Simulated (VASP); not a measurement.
# PtSe (Fm-3m) in VASP: settings compared

The runs below take PtSe through single point, with PBEsol-based screened hybrid, HSE06, PBE-based screened hybrid, B3LYP.

All numbers are computed with VASP 6.6.1; they aren't measurements. Logs are shortened: lines on timing, memory, paths and dates and some standing lists are left out, and cuts for length are marked.

**1. The cell of the first run**

The structure is cubic, space group Fm-3m (No. 225). The conventional cell has a = 5.189 Å, b = 5.189 Å, c = 5.189 Å, α = 90.00°, β = 90.00°, γ = 90.00°. Pt (site symmetry m-3m) has 6 Se at 2.59 Å within 3.4 Å. Se (site symmetry m-3m) has 6 Pt at 2.59 Å within 3.4 Å.

**2. Single point, PBEsol-based screened hybrid**

Contents of POSCAR:

```
PtSe
1.0
    0.0000000000      2.5946188281      2.5946188281
    2.5946188281      0.0000000000      2.5946188281
    2.5946188281      2.5946188281      0.0000000000
Pt Se
1 1
Direct
    0.5000000000      0.5000000000      0.5000000000
    0.0000000000      0.0000000000      0.0000000000
```

Contents of INCAR.step1:

```
ALGO = Normal
EDIFF = 1E-5
ENCUT = 520
GGA = PE
ISIF = 2
ISMEAR = -1
LASPH = T
LREAL = F
LWAVE = T
NBANDS = 15
NELM = 100
PREC = Accurate
SIGMA = 0.05
```

Contents of INCAR.step2:

```
AEXX = 0.25
ALGO = Normal
EDIFF = 1E-6
ENCUT = 520
GGA = PS
HFSCREEN = 0.207
ISIF = 2
ISMEAR = -1
ISTART = 1
LASPH = T
LCHARG = T
LELF = T
LHFCALC = T
LREAL = F
LVHAR = T
LWAVE = F
NBANDS = 15
NELM = 100
PREC = Accurate
PRECFOCK = Normal
SIGMA = 0.05
```

Contents of KPOINTS:

```
k-points
0
Gamma
  4 4 4
```

Potentials or basis: VASP PAW PBE potentials, release 64 (Pt, Se).

Started as:

```sh
$ cat potpaw_PBE.64/Pt/POTCAR potpaw_PBE.64/Se/POTCAR > POTCAR
$ cp INCAR.step1 INCAR
$ mpirun -np 1 vasp_std > vasp.out
$ cp INCAR.step2 INCAR
$ mpirun -np 1 vasp_std > vasp.out
```

OUTCAR:

```text
AEXX = 0.25
   EDIFF = 1E-6
   ENCUT = 520
   GGA = PS
   HFSCREEN = 0.207
   ISIF = 2
   ISMEAR = -1
   ISTART = 1
   LASPH = T
   LHFCALC = T
   LREAL = F
   NELM = 100
   PREC = Accurate
   PRECFOCK = Normal

 ion  position               nearest neighbor table
   1  0.500  0.500  0.500-   2 2.59   2 2.59   2 2.59   2 2.59   2 2.59   2 2.59
   2  0.000  0.000  0.000-   1 2.59   1 2.59   1 2.59   1 2.59   1 2.59   1 2.59

  LATTYP: Found a face centered cubic cell.
 ALAT       =     5.1892376562

  Lattice vectors:

 A1 = (   0.0000000000,   2.5946188281,   2.5946188281)
 A2 = (   2.5946188281,   0.0000000000,   2.5946188281)
 A3 = (   2.5946188281,   2.5946188281,   0.0000000000)

Analysis of symmetry for initial positions (statically):
=====================================================================
 Subroutine PRICEL returns:
 Original cell was already a primitive cell.

 Routine SETGRP: Setting up the symmetry group for a
 face centered cubic supercell.

 Subroutine GETGRP returns: Found 48 space group operations
 (whereof 48 operations were pure point group operations)
 out of a pool of 48 trial point group operations.

The static configuration has the point symmetry O_h .

Analysis of symmetry for dynamics (positions and initial velocities):
=====================================================================
 Subroutine PRICEL returns:
 Original cell was already a primitive cell.

 Routine SETGRP: Setting up the symmetry group for a
 face centered cubic supercell.

 Subroutine GETGRP returns: Found 48 space group operations
 (whereof 48 operations were pure point group operations)
 out of a pool of 48 trial point group operations.

The dynamic configuration has the point symmetry O_h .

 Subroutine INISYM returns: Found 48 space group operations
 (whereof 48 operations are pure point group operations),
 and found     1 'primitive' translations

----------------------------------------------------------------------------------------

                                     Primitive cell

  volume of cell :      34.9342

  direct lattice vectors                    reciprocal lattice vectors
     0.000000000  2.594618828  2.594618828    -0.192706533  0.192706533  0.192706533
     2.594618828  0.000000000  2.594618828     0.192706533 -0.192706533  0.192706533
     2.594618828  2.594618828  0.000000000     0.192706533  0.192706533 -0.192706533

  length of vectors
     3.669345136  3.669345136  3.669345136     0.333777507  0.333777507  0.333777507

  position of ions in fractional coordinates (direct lattice)
     0.500000000  0.500000000  0.500000000
     0.000000000  0.000000000  0.000000000

  ion indices of the primitive-cell ions
   primitive index   ion index
                 1           1
                 2           2

----------------------------------------------------------------------------------------

 KPOINTS: k-points

Automatic generation of k-mesh.
 Grid dimensions read from file:
 generate k-points for:    4    4    4

 Generating k-lattice:

  Cartesian coordinates                     Fractional coordinates (reciprocal lattice)
    -0.048176633  0.048176633  0.048176633     0.250000000  0.000000000  0.000000000
     0.048176633 -0.048176633  0.048176633     0.000000000  0.250000000  0.000000000
     0.048176633  0.048176633 -0.048176633     0.000000000  0.000000000  0.250000000

  Length of vectors
     0.083444377  0.083444377  0.083444377

  Shift w.r.t. Gamma in fractional coordinates (k-lattice)
     0.000000000  0.000000000  0.000000000

 Subroutine IBZKPT returns following result:
 ===========================================

 Found      8 irreducible k-points:

 Following reciprocal coordinates:
            Coordinates               Weight
  0.000000  0.000000  0.000000      1.000000
  0.250000  0.000000  0.000000      8.000000
  0.500000  0.000000  0.000000      4.000000
  0.250000  0.250000  0.000000      6.000000
  0.500000  0.250000  0.000000     24.000000
 -0.250000  0.250000  0.000000     12.000000
  0.500000  0.500000  0.000000      3.000000
 -0.250000  0.500000  0.250000      6.000000
   k-points           NKPTS =      8   k-points in BZ     NKDIM =     64   number of bands    NBANDS=     15
   number of dos      NEDOS =    301   number of ions     NIONS =      2
   total plane-waves  NPLWV =  21952
   dimension x,y,z NGX =    28 NGY =   28 NGZ =   28
   dimension x,y,z NGXF=    56 NGYF=   56 NGZF=   56
   ions per type =               1   1
   NGX,Y,Z   is equivalent  to a cutoff of  12.69, 12.69, 12.69 a.u.
   NGXF,Y,Z  is equivalent  to a cutoff of  25.37, 25.37, 25.37 a.u.
 SYSTEM =  unknown system
   PREC   = accura    normal or accurate (medium, high low for compatibility)
   ISTART =      1    job   : 0-new  1-cont  2-samecut
   ICHARG =      0    charge: 1-file 2-atom 10-const
   ISPIN  =      1    spin polarized calculation?
   LNONCOLLINEAR =      F non collinear calculations
[... 26 lines left out ...]
  Fermi-wavevector in a.u.,A,eV,Ry     =   1.261918  2.384680 21.666434  1.592438
  Thomas-Fermi vector in A             =   2.395353
   LORBIT       =      0    0 simple, 1 ext, 2 COOP (PROOUT), +10 PAW based schemes
   GGA     = PS    functional components
   LHFCALC =     T    Hartree Fock is set to
   PRECFOCK=normal    Normal, Fast or Accurate (Low or Medium for compatibility)
   ENCUT4O =  -1.0   cutoff for four orbital integrals eV
   NKREDX  =     1    reduce k-point grid by
   NKREDY  =     1    reduce k-point grid by
   NKREDZ  =     1    reduce k-point grid by
   AEXX    =    0.2500 exact exchange contribution
   HFSCREEN=    0.2070 screening length (either q_TF or 0.3 A-1)
   HFSCREENC=   0.2070 screening length for correlation (either q_TF or 0.3 A-1)
   ENCUTFOCK=  -1.0 apply spherical cutoff to Coloumb kernel
   IVDW    =     0    specifies the selected vdW correction
   LEPSILON=     F    determine dielectric tensor
   LRPA    =     F    only Hartree local field effects (RPA)
 non-spin polarized calculation
  energy-cutoff  :      520.00
  volume of cell :       34.93
 maximum number of plane-waves:       960
  NGX = 24; NGY = 24; NGZ = 24

 number of electron      15.9999998 magnetization

 Free energy of the ion-electron system (eV)
  ---------------------------------------------------
  ext. energy  EPLUGINS =         0.00000000
  ---------------------------------------------------
  free energy    TOTEN  =       -12.13744683 eV

  energy without entropy =      -12.11513866  energy(sigma->0) =      -12.12629274

 E-fermi :   8.1384     XC(G=0):  -9.7547

 val. band max:        8.0657760793   @ k =   0.5000   0.2500   0.0000
 cond. band min:       8.3261573606   @ k =   0.5000   0.2500   0.0000
 fundamental gap:      0.2603812812
 Fermi energy:         8.1384174999

 k-point     1 :       0.0000    0.0000    0.0000
  band No.  band energies     occupation
      1      -9.3848      2.00000
      2       3.4954      2.00000
      3       3.4954      2.00000
      4       3.4954      2.00000
      5       3.9949      2.00000
      6       3.9949      2.00000
      7       6.2468      2.00000
      8       6.2468      2.00000
      9       6.2468      2.00000
     10      10.3139      0.00000
     11      18.2807      0.00000
     12      20.5150      0.00000
     13      20.5150      0.00000
     14      20.5150      0.00000
     15      22.7251      0.00000

 k-point     2 :       0.2500    0.0000    0.0000
  band No.  band energies     occupation
      1      -8.5630      2.00000
      2       1.2703      2.00000
      3       2.1411      2.00000
      4       2.1411      2.00000
      5       4.0842      2.00000
      6       4.0842      2.00000
      7       5.0497      2.00000
      8       9.0503      0.00000
      9       9.0503      0.00000
     10      13.2068      0.00000
     11      16.5281      0.00000
     12      17.6954      0.00000
     13      17.6954      0.00000
     14      20.5337      0.00000
     15      21.9603      0.00000
[... 77 lines left out ...]
      3       2.4848      2.00000
      4       4.1346      2.00000
      5       4.1346      2.00000
      6       4.5224      2.00000
      7       5.0398      2.00000
      8       5.0398      2.00000
      9       6.5532      2.00000
     10       8.5549      0.00048
     11      17.2194      0.00000
     12      20.8300      0.00000
     13      22.8462      0.00000
     14      22.8462      0.00000
     15      25.0369      0.00000

 k-point     8 :      -0.2500    0.5000    0.2500
  band No.  band energies     occupation
      1      -7.4345      2.00000
      2       1.0821      2.00000
      3       1.4810      2.00000
      4       1.4810      2.00000
      5       5.0412      2.00000
      6       5.2074      2.00000
      7       5.2074      2.00000
      8       5.9244      2.00000
      9       6.2957      2.00000
     10      14.2288      0.00000
     11      16.7163      0.00000
     12      17.4795      0.00000
     13      17.4795      0.00000
     14      24.2072      0.00000
     15      24.2072      0.00000

------------------------ aborting loop because EDIFF is reached ----------------------------------------

  FORCE on cell =-STRESS in cart. coord.  units (eV):
  Direction    XX          YY          ZZ          XY          YZ          ZX
  --------------------------------------------------------------------------------------
  -------------------------------------------------------------------------------------
  Total       -0.0179586     -0.0179586     -0.0179586      0.0000000     -0.0000000     -0.0000000
  in kB       -0.8236298     -0.8236298     -0.8236298      0.0000000     -0.0000000     -0.0000000
  external PRESSURE =      -0.8236298 kB  Pullay stress =       0.0000000 kB

 VOLUME and BASIS-vectors are now :
 -----------------------------------------------------------------------------
  energy-cutoff  :      520.00
  volume of cell :       34.93
      direct lattice vectors                 reciprocal lattice vectors
     0.000000000  2.594618828  2.594618828    -0.192706533  0.192706533  0.192706533
     2.594618828  0.000000000  2.594618828     0.192706533 -0.192706533  0.192706533
     2.594618828  2.594618828  0.000000000     0.192706533  0.192706533 -0.192706533

 POSITION                                       TOTAL-FORCE (eV/Angst)
 -----------------------------------------------------------------------------------
      2.59462      2.59462      2.59462        -0.000000      0.000000     -0.000000
      0.00000      0.00000      0.00000         0.000000     -0.000000      0.000000
 -----------------------------------------------------------------------------------
    total drift:                               -0.000001     -0.000001     -0.000001

  FREE ENERGIE OF THE ION-ELECTRON SYSTEM (eV)
  ---------------------------------------------------
  free  energy   TOTEN  =       -12.1374468270 eV

  energy  without entropy=      -12.1151386578  energy(sigma->0) =      -12.12629274
```

Run time: 4.6 min. Hardware: 1 thread of Intel Xeon Platinum 8488C (Sapphire Rapids), shared host; peak memory 0.27 GiB.

What came out:

```yaml
Free_energy: -12.1374 eV
Pressure: -0.1 GPa
Band_gap_on_the_k_mesh: zero (band 8 reaches 11.57 eV, above the bottom of band 9 at 6.25 eV)
```

Levels at points of the mesh, in eV from the Fermi level:
```csv
k point,band 6,band 7,band 8,band 9,band 10,band 11
"(0.00, 0.00, 0.00)",-4.14,-1.89,-1.89,-1.89,2.18,10.14
"(0.50, 0.00, 0.00)",-3.44,-2.78,3.43,3.43,3.52,6.67
"(0.50, 0.50, 0.00)",-3.62,-3.10,-3.10,-1.59,0.42,9.08
```

Caveat: the k points lie up to 0.52 Å⁻¹ apart; the PAW data sets were made with another functional, which shifts forces and pressure a little; spin-orbit coupling is left out, which moves the levels of the heavy elements.

**3. Single point, HSE06**

This run uses another cell than the first one, of 17.93 Å³/atom, 1.027 times its volume.

Contents of POSCAR:

```
PtSe
1.0
    0.0000000000      2.6174054888      2.6174054888
    2.6174054888      0.0000000000      2.6174054888
    2.6174054888      2.6174054888      0.0000000000
Pt Se
1 1
Direct
    0.5000000000      0.5000000000      0.5000000000
    0.0000000000      0.0000000000      0.0000000000
```

Contents of INCAR.step1:

```
SYSTEM = PtSe
  ALGO = Normal
  EDIFF = 1E-5
  ENCUT = 520
  GGA = PE
  ISIF = 2
  ISMEAR = -1
  LASPH = .True.
  LCHARG = .False.
  LREAL = .False.
  LWAVE = .True.
  NBANDS = 15
  NELM = 100
  PREC = Accurate
  SIGMA = 0.05
```

Contents of INCAR.step2:

```
SYSTEM = PtSe
  ALGO = Normal
  EDIFF = 1E-6
  ENCUT = 520
  GGA = PE
  HFSCREEN = 0.2079
  ISIF = 2
  ISMEAR = -1
  ISTART = 1
  LASPH = .True.
  LCHARG = .False.
  LHFCALC = .True.
  LREAL = .False.
  LWAVE = .False.
  NBANDS = 15
  NELM = 100
  PREC = Accurate
  PRECFOCK = Normal
  SIGMA = 0.05
```

Contents of KPOINTS:

```
k-points
0
Gamma
  4 4 4
  0 0 0
```

Potentials or basis: VASP PAW PBE potentials, release 64 (Pt, Se).

Started as:

```sh
$ cat potpaw_PBE.64/Pt/POTCAR potpaw_PBE.64/Se/POTCAR > POTCAR
$ cp INCAR.step1 INCAR
$ mpirun -np 1 vasp_std > vasp.out
$ cp INCAR.step2 INCAR
$ mpirun -np 1 vasp_std > vasp.out
```

Wall time 4.5 min (1 thread of Intel Xeon Platinum 8488C (Sapphire Rapids), shared host); peak memory 0.27 GiB.

Results (log left out):

```
Free energy            : -11.2639 eV
Pressure               : -0.2 GPa
Band gap on the k mesh : zero (band 8 reaches 11.13 eV, above the bottom of band 9 at 5.99 eV)
```

Levels at points of the mesh, in eV from the Fermi level:
```tsv
k point	band 5	band 6	band 7	band 8	band 9	band 10	band 11	band 12
(0.00, 0.00, 0.00)	-3.99	-3.99	-1.87	-1.87	-1.87	2.05	10.29	12.23
(0.50, 0.00, 0.00)	-3.36	-3.36	-2.73	3.28	3.28	3.62	6.69	6.69
(0.50, 0.50, 0.00)	-3.89	-3.49	-3.04	-3.04	-1.55	0.40	9.00	12.55
```

Caveat: the k points lie up to 0.52 Å⁻¹ apart; the PAW data sets were made with another functional, which shifts forces and pressure a little; spin-orbit coupling is left out, which moves the levels of the heavy elements.

**4. Single point, PBE-based screened hybrid**

This run uses another cell than the first one, of 18.02 Å³/atom, 1.032 times its volume.

Contents of POSCAR:

```
PtSe
1.0
    0.0000000000      2.6216830574      2.6216830574
    2.6216830574      0.0000000000      2.6216830574
    2.6216830574      2.6216830574      0.0000000000
Pt Se
1 1
Direct
    0.5000000000      0.5000000000      0.5000000000
    0.0000000000      0.0000000000      0.0000000000
```

Contents of INCAR.step1:

```
PREC = Accurate ; ENCUT = 520
EDIFF = 1E-5 ; ISMEAR = -1
SIGMA = 0.05 ; LREAL = F
LASPH = T ; NELM = 80
ALGO = Normal ; ISIF = 2
LWAVE = T ; GGA = PE
NBANDS = 15
```

Contents of INCAR.step2:

```
PREC = Accurate ; ENCUT = 520
EDIFF = 1E-7 ; ISMEAR = -1
SIGMA = 0.05 ; LREAL = F
LASPH = T ; NELM = 80
ALGO = Normal ; ISIF = 2
LWAVE = F ; LCHARG = T
GGA = PE ; LHFCALC = T
AEXX = 0.25 ; HFSCREEN = 0.3
PRECFOCK = Normal ; LELF = T
LVHAR = T ; ISTART = 1
NBANDS = 15
```

Contents of KPOINTS:

```
regular mesh
0
Gamma
  4 4 4
```

Started as:

```sh
$ cat potpaw_PBE.64/Pt/POTCAR potpaw_PBE.64/Se/POTCAR > POTCAR
$ cp INCAR.step1 INCAR
$ mpirun -np 1 vasp_std > vasp.out
$ cp INCAR.step2 INCAR
$ mpirun -np 1 vasp_std > vasp.out
```

It took 5.4 min on 1 thread of Intel Xeon Platinum 8488C (Sapphire Rapids), shared host; peak memory 0.26 GiB.

The run converged. Its results:

| Property | Result |
| --- | --- |
| Free energy | -10.9260 eV |
| Pressure | -0.1 GPa |
| Band gap on the k mesh | zero (band 8 reaches 10.95 eV, above the bottom of band 9 at 5.99 eV) |

Levels at points of the mesh, in eV from the Fermi level:
| k point | band 6 | band 7 | band 8 | band 9 | band 10 | band 11 |
| --- | --- | --- | --- | --- | --- | --- |
| (0.00, 0.00, 0.00) | -3.87 | -1.82 | -1.82 | -1.82 | 1.91 | 10.18 |
| (0.50, 0.00, 0.00) | -3.20 | -2.58 | 3.14 | 3.14 | 3.51 | 6.57 |
| (0.50, 0.50, 0.00) | -3.34 | -2.89 | -2.89 | -1.54 | 0.31 | 8.85 |

Caveat: the k points lie up to 0.52 Å⁻¹ apart; the PAW data sets were made with another functional, which shifts forces and pressure a little; spin-orbit coupling is left out, which moves the levels of the heavy elements.

**5. Single point, B3LYP**

This run uses another cell than the first one, of 19.58 Å³/atom, 1.121 times its volume.

Contents of POSCAR:

```
PtSe
1.0
    0.0000000000      2.6951790825      2.6951790825
    2.6951790825      0.0000000000      2.6951790825
    2.6951790825      2.6951790825      0.0000000000
Pt Se
1 1
Direct
    0.5000000000      0.5000000000      0.5000000000
    0.0000000000      0.0000000000      0.0000000000
```

Contents of INCAR.step1:

```
SYSTEM = PtSe
PREC = Accurate ; ENCUT = 520
EDIFF = 1E-5 ; ISMEAR = -1
SIGMA = 0.05 ; LREAL = .FALSE.
LASPH = .TRUE. ; NELM = 100
ALGO = Normal ; ISIF = 2
LWAVE = .TRUE. ; LCHARG = .FALSE.
GGA = PE ; NBANDS = 15
```

Contents of INCAR.step2:

```
SYSTEM = PtSe
PREC = Accurate ; ENCUT = 520
EDIFF = 1E-6 ; ISMEAR = -1
SIGMA = 0.05 ; LREAL = .FALSE.
LASPH = .TRUE. ; NELM = 100
ALGO = Normal ; ISIF = 2
LWAVE = .FALSE. ; LCHARG = .FALSE.
GGA = B3 ; LHFCALC = .TRUE.
AEXX = 0.2 ; AGGAX = 0.72
AGGAC = 0.81 ; ALDAC = 0.19
PRECFOCK = Normal ; ISTART = 1
NBANDS = 15
```

Contents of KPOINTS:

```
Automatic mesh
0
G
  4 4 4
  0 0 0
```

Started as:

```sh
$ cat potpaw_PBE.64/Pt/POTCAR potpaw_PBE.64/Se/POTCAR > POTCAR
$ cp INCAR.step1 INCAR
$ mpirun -np 1 vasp_std > vasp.out
$ cp INCAR.step2 INCAR
$ mpirun -np 1 vasp_std > vasp.out
```

Wall time 4.5 min (1 thread of Intel Xeon Platinum 8488C (Sapphire Rapids), shared host); peak memory 0.18 GiB.

Results (log left out):

```
Free energy            : -10.3351 eV
Pressure               : -2.4 GPa
Band gap on the k mesh : zero (band 8 reaches 9.95 eV, above the bottom of band 9 at 4.90 eV)
```

Levels at points of the mesh, in eV from the Fermi level:
```csv
k point,band 4,band 5,band 6,band 7,band 8,band 9,band 10,band 11,band 12,band 13
"(0.00, 0.00, 0.00)",-4.01,-3.59,-3.59,-1.83,-1.83,-1.83,1.80,11.24,12.37,12.37
"(0.50, 0.00, 0.00)",-6.05,-3.09,-3.09,-2.58,3.16,3.16,4.32,7.20,7.20,9.26
"(0.50, 0.50, 0.00)",-3.57,-3.57,-3.21,-2.83,-2.83,-1.59,0.63,9.37,12.31,14.05
```

Caveat: the k points lie up to 0.50 Å⁻¹ apart; the PAW data sets were made with another functional, which shifts forces and pressure a little; spin-orbit coupling is left out, which moves the levels of the heavy elements.

**6. Overview**

| level | cell | share of exact exchange | screening parameter | gap on the mesh (eV) | pressure (GPa) |
| --- | --- | --- | --- | --- | --- |
| PBEsol-based screened hybrid | a = 3.669 Å, angles 60.0°, 2 atoms | 0.25 | 0.207 1/Å | none | -0.1 |
| HSE06 | a = 3.702 Å, angles 60.0°, 2 atoms | - | 0.2079 1/Å | none | -0.2 |
| PBE-based screened hybrid | a = 3.708 Å, angles 60.0°, 2 atoms | 0.25 | 0.3 1/Å | none | -0.1 |
| B3LYP | a = 3.812 Å, angles 60.0°, 2 atoms | - | - | none | -2.4 |

Alike in all rows: task single point; potentials or basis VASP PAW PBE potentials, release 64 (Pt, Se); no spin polarisation; k mesh 4 × 4 × 4; cutoff (eV) 520; smearing fermi-dirac 0.05 eV.

Caveats: all runs use coarse meshes; the PAW data sets were made with another functional, which shifts forces and pressure a little; spin-orbit coupling is left out, which moves the levels of the heavy elements.

Total energies depend on the potentials used, so only differences within one code and one set of settings carry meaning.
